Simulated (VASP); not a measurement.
# SnO2 (Pm) in VASP: further runs, part 2 of 2

VASP 6.6.1. Earlier steps stand in the parts before.

### 3 Single point, PBE (the distance across one plane changed)

INCAR

```
  PREC = Accurate
  ENCUT = 520
  EDIFF = 1E-6
  ISMEAR = 0
  SIGMA = 0.05
  LREAL = False
  LASPH = True
  NELM = 80
  ALGO = Normal
  ISIF = 2
  LWAVE = False
  LCHARG = False
  GGA = PE
  NBANDS = 64
```

KPOINTS

```
regular mesh
0
Gamma
  6 8 3
```

POSCAR

```
SnO2
1.0
    0.0000000000     -4.8277049970      0.0000000000
    0.0000000000      0.0000000000     -3.2379909379
   11.6554099939      0.0000000000      0.0000000000
Sn O
4 8
Direct
    1.0000000000      0.0000000000      0.5812509749
    1.0000000000      0.0000000000      0.1670480426
    0.5000000000      0.5000000000      0.7883524411
    0.5000000000      0.5000000000      0.3741495088
    0.6933949136      0.0000000000      0.7082477008
    0.6933949136      0.0000000000      0.2940447685
    0.1933949136      0.5000000000      0.6613557152
    0.1933949136      0.5000000000      0.2471527829
    0.3066050864      0.0000000000      0.0400513168
    0.3066050864      0.0000000000      0.4542542491
    0.8066050864      0.5000000000      0.0869433023
    0.8066050864      0.5000000000      0.5011462346
```

Potentials or basis: VASP PAW PBE potentials, release 64 (Sn_d, O).

Command:

```console
$ cat potpaw_PBE.64/Sn_d/POTCAR potpaw_PBE.64/O/POTCAR > POTCAR
$ mpirun -np 1 vasp_std > vasp.out
```

OUTCAR:

```text
PREC = Accurate
   ENCUT = 520
   EDIFF = 1E-6
   ISMEAR = 0
   LREAL = False
   LASPH = True
   NELM = 80
   ISIF = 2
   GGA = PE

 ion  position               nearest neighbor table
   1  0.000  0.000  0.581-   7 2.09  12 2.09   7 2.09  12 2.09  10 2.09   5 2.09
   2  0.000  0.000  0.167-   8 2.09  11 2.09   8 2.09  11 2.09   9 2.09   6 2.09
   3  0.500  0.500  0.788-   5 2.09   5 2.09   7 2.09
   4  0.500  0.500  0.374-   6 2.09  10 2.09   6 2.09  10 2.09  12 2.09   8 2.09
   5  0.693  0.000  0.708-   3 2.09   3 2.09   1 2.09
   6  0.693  0.000  0.294-   4 2.09   4 2.09   2 2.09
   7  0.193  0.500  0.661-   1 2.09   1 2.09   3 2.09
   8  0.193  0.500  0.247-   2 2.09   2 2.09   4 2.09
   9  0.307  0.000  0.040-   2 2.09
  10  0.307  0.000  0.454-   4 2.09   4 2.09   1 2.09
  11  0.807  0.500  0.087-   2 2.09   2 2.09
  12  0.807  0.500  0.501-   1 2.09   1 2.09   4 2.09

  LATTYP: Found a simple orthorhombic cell.
 ALAT       =     3.2379909379
 B/A-ratio  =     1.4909569204
 C/A-ratio  =     3.5995807948

  Lattice vectors:

 A1 = (   0.0000000000,   0.0000000000,   3.2379909379)
 A2 = (   0.0000000000,  -4.8277049970,   0.0000000000)
 A3 = (  11.6554099939,   0.0000000000,   0.0000000000)

Analysis of symmetry for initial positions (statically):
=====================================================================
 Subroutine PRICEL returns:
 Original cell was already a primitive cell.

 Routine SETGRP: Setting up the symmetry group for a
 simple orthorhombic supercell.

 Subroutine GETGRP returns: Found  2 space group operations
 (whereof  2 operations were pure point group operations)
 out of a pool of  8 trial point group operations.

The static configuration has the point symmetry C_1h.

Analysis of symmetry for dynamics (positions and initial velocities):
=====================================================================
 Subroutine PRICEL returns:
 Original cell was already a primitive cell.

 Routine SETGRP: Setting up the symmetry group for a
 simple orthorhombic supercell.

 Subroutine GETGRP returns: Found  2 space group operations
 (whereof  2 operations were pure point group operations)
 out of a pool of  8 trial point group operations.

The dynamic configuration has the point symmetry C_1h.

 Subroutine INISYM returns: Found  2 space group operations
 (whereof  2 operations are pure point group operations),
 and found     1 'primitive' translations

----------------------------------------------------------------------------------------

                                     Primitive cell

  volume of cell :     182.1981

  direct lattice vectors                    reciprocal lattice vectors
     0.000000000 -4.827704997  0.000000000     0.000000000 -0.207137760  0.000000000
     0.000000000  0.000000000 -3.237990938     0.000000000  0.000000000 -0.308833477
    11.655409994  0.000000000  0.000000000     0.085797068  0.000000000  0.000000000

  length of vectors
     4.827704997  3.237990938 11.655409994     0.207137760  0.308833477  0.085797068

  position of ions in fractional coordinates (direct lattice)
     0.000000000  0.000000000  0.581250975
[... 59 lines left out ...]
  0.000000  0.125000  0.000000      2.000000
  0.166667  0.125000  0.000000      4.000000
[... 16 lines left out ...]
  0.166667  0.000000 -0.333333      2.000000
  0.333333  0.000000  0.333333      2.000000
 [... further k-points ...]
   k-points           NKPTS =     50   k-points in BZ     NKDIM =     50   number of bands    NBANDS=     64
   number of dos      NEDOS =    301   number of ions     NIONS =     12
   total plane-waves  NPLWV =  77760
   dimension x,y,z NGX =    36 NGY =   24 NGZ =   90
   dimension x,y,z NGXF=    72 NGYF=   48 NGZF=  180
   ions per type =               4   8
   NGX,Y,Z   is equivalent  to a cutoff of  12.40, 12.32, 12.84 a.u.
   NGXF,Y,Z  is equivalent  to a cutoff of  24.79, 24.64, 25.67 a.u.
 SYSTEM =  unknown system
   PREC   = accura    normal or accurate (medium, high low for compatibility)
   ISTART =      0    job   : 0-new  1-cont  2-samecut
   ICHARG =      2    charge: 1-file 2-atom 10-const
   ISPIN  =      1    spin polarized calculation?
   LNONCOLLINEAR =      F non collinear calculations
   LSORBIT =      F    spin-orbit coupling
   LASPH  =      T    aspherical Exc in radial PAW
   ENCUT  =  520.0 eV  38.22 Ry    6.18 a.u.   8.98  6.02 21.67*2*pi/ulx,y,z
   NELM   =     80;   NELMIN=  2; NELMDL= -5     # of ELM steps
   EDIFF  = 0.1E-05   stopping-criterion for ELM
   LREAL  =      F    real-space projection
   EDIFFG = 0.1E-04   stopping-criterion for IOM
   NSW    =      0    number of steps for IOM
   IBRION =     -1    ionic relax: 0-MD 1-quasi-New 2-CG
   NFREE  =      0    steps in history (QN), initial steepest desc. (CG)
   ISIF   =      2    stress and relaxation
   ISYM   =      2    0-nonsym 1-usesym 2-fastsym
   POTIM  = 0.5000    time-step for ionic-motion
   TEBEG  =    0.0;   TEEND  =   0.0 temperature during run
   PSTRESS=    0.0 pullay stress
   NELECT =     104.0000    total number of electrons
   NUPDOWN=      -1.0000    fix difference up-down
   EMIN   =  10.00;   EMAX   =-10.00  energy-range for DOS
   EFERMI =   0.00;   METHOD = LEGACY
   ISMEAR =     0;   SIGMA  =   0.05  broadening in eV -4-tet -1-fermi 0-gaus
   EFERMI_NEDOS =   21; number of points for ismear=-14 and -15
   IALGO  =     38    algorithm
   IMIX   =      4    mixing-type and parameters
     AMIX     =   0.40;   BMIX     =  1.00
     AMIX_MAG =   1.60;   BMIX_MAG =  1.00
  volume/ion in A,a.u.               =      15.18       102.46
  Fermi-wavevector in a.u.,A,eV,Ry     =   1.358015  2.566277 25.091937  1.844205
  Thomas-Fermi vector in A             =   2.484885
   LORBIT       =      0    0 simple, 1 ext, 2 COOP (PROOUT), +10 PAW based schemes
   GGA     = PE    functional components
   LHFCALC =     F    Hartree Fock is set to
   AEXX    =    0.0000 exact exchange contribution
   IVDW    =     0    specifies the selected vdW correction
   LEPSILON=     F    determine dielectric tensor
   LRPA    =     F    only Hartree local field effects (RPA)
 non-spin polarized calculation
 Gauss-broadening in eV      SIGMA  =   0.05
  energy-cutoff  :      520.00
  volume of cell :      182.20
 maximum number of plane-waves:      4948
 NGX is ok and might be reduce to    36
   NGX = 17   NGY = 13   NGZ = 43

 number of electron     103.9999997 magnetization

 Free energy of the ion-electron system (eV)
  ---------------------------------------------------
  ext. energy  EPLUGINS =         0.00000000
  ---------------------------------------------------
  free energy    TOTEN  =       -68.80917560 eV

  energy without entropy =      -68.79840909  energy(sigma->0) =      -68.80379235

 E-fermi :   3.7196     XC(G=0):  -9.8357

 val. band max:        3.7142484506   @ k =   0.3333   0.0000   0.3333
 cond. band min:       3.7211553803   @ k =   0.5000   0.0000   0.3333
 fundamental gap:      0.0069069297
 Fermi energy:         3.7195882268

 k-point     1 :       0.0000    0.0000    0.0000
  band No.  band energies     occupation
      1     -17.8709      2.00000
      2     -17.3922      2.00000
      3     -17.2099      2.00000
      4     -17.1586      2.00000
      5     -17.1237      2.00000
      6     -17.0730      2.00000
[... 1597 lines left out ...]
     63      12.8961      0.00000
     64      13.4391      0.00000

 [... further k-points ...]
[... 5 lines left out ...]
  --------------------------------------------------------------------------------------
  -------------------------------------------------------------------------------------
  Total       -0.4175929      0.8195283      2.3466362     -0.7050511      0.0000000      0.0000000
  in kB       -3.6721451      7.2066036     20.6353783     -6.1999368      0.0000000      0.0000000
  external PRESSURE =       8.0566123 kB  Pullay stress =       0.0000000 kB

 VOLUME and BASIS-vectors are now :
 -----------------------------------------------------------------------------
  energy-cutoff  :      520.00
  volume of cell :      182.20
      direct lattice vectors                 reciprocal lattice vectors
     0.000000000 -4.827704997  0.000000000     0.000000000 -0.207137760  0.000000000
     0.000000000  0.000000000 -3.237990938     0.000000000  0.000000000 -0.308833477
    11.655409994  0.000000000  0.000000000     0.085797068  0.000000000  0.000000000

 POSITION                                       TOTAL-FORCE (eV/Angst)
 -----------------------------------------------------------------------------------
      6.77472      0.00000      0.00000        -1.223200     -0.029938      0.000000
      1.94701      0.00000      0.00000        -0.812362      0.018659      0.000000
      9.18857     -2.41385     -1.61900         0.836646      0.198628      0.000000
      4.36087     -2.41385     -1.61900        -0.957159      0.161416      0.000000
      8.25492     -3.34751      0.00000         0.286529     -0.278377      0.000000
      3.42721     -3.34751      0.00000         0.426095      0.129452      0.000000
      7.70837     -0.93365     -1.61900         0.430831      0.074889      0.000000
      2.88067     -0.93365     -1.61900         0.827670     -0.405576      0.000000
      0.46681     -1.48020      0.00000        -0.306263      0.180234      0.000000
      5.29452     -1.48020      0.00000         0.562741      0.206049      0.000000
      1.01336     -3.89405     -1.61900        -0.474436     -0.174363      0.000000
      5.84106     -3.89405     -1.61900         0.402910     -0.081072      0.000000
 -----------------------------------------------------------------------------------
    total drift:                                0.000284      0.000266     -0.000000

  FREE ENERGIE OF THE ION-ELECTRON SYSTEM (eV)
  ---------------------------------------------------
  free  energy   TOTEN  =       -68.8091756042 eV

  energy  without entropy=      -68.7984090870  energy(sigma->0) =      -68.80379235
```

Run time: 4.8 min. Hardware: 1 thread of Intel Xeon 6975P-C (Granite Rapids), shared host; peak memory 0.52 GiB.

What came out:

```yaml
Free_energy: -68.8092 eV
Pressure: 0.8 GPa
Largest_force: 1.224 eV/Å
Band_gap_on_the_k_mesh: zero (bands 52 and 53 overlap by 0.11 eV)
```

Forces on the atoms (eV/Å):
```
Sn  -1.223 -0.030  0.000
Sn  -0.812  0.019  0.000
Sn   0.837  0.199  0.000
Sn  -0.957  0.161  0.000
O    0.287 -0.278  0.000
O    0.426  0.129  0.000
O    0.431  0.075  0.000
O    0.828 -0.406  0.000
O   -0.306  0.180  0.000
O    0.563  0.206  0.000
O   -0.474 -0.174  0.000
O    0.403 -0.081  0.000
```

Stress tensor (GPa, compression positive):
```
-0.37 -0.62  0.00
-0.62  0.72  0.00
 0.00  0.00  2.06
```

Caveat: the cell differs from its parent crystal (the distance across one plane changed); semilocal functionals underestimate gaps, so a narrow gap can read as zero; spin-orbit coupling is left out, which moves the levels of the heavy elements; forces of over 1 eV/Å act on the atoms, so gaps and moduli don't describe the material at rest.
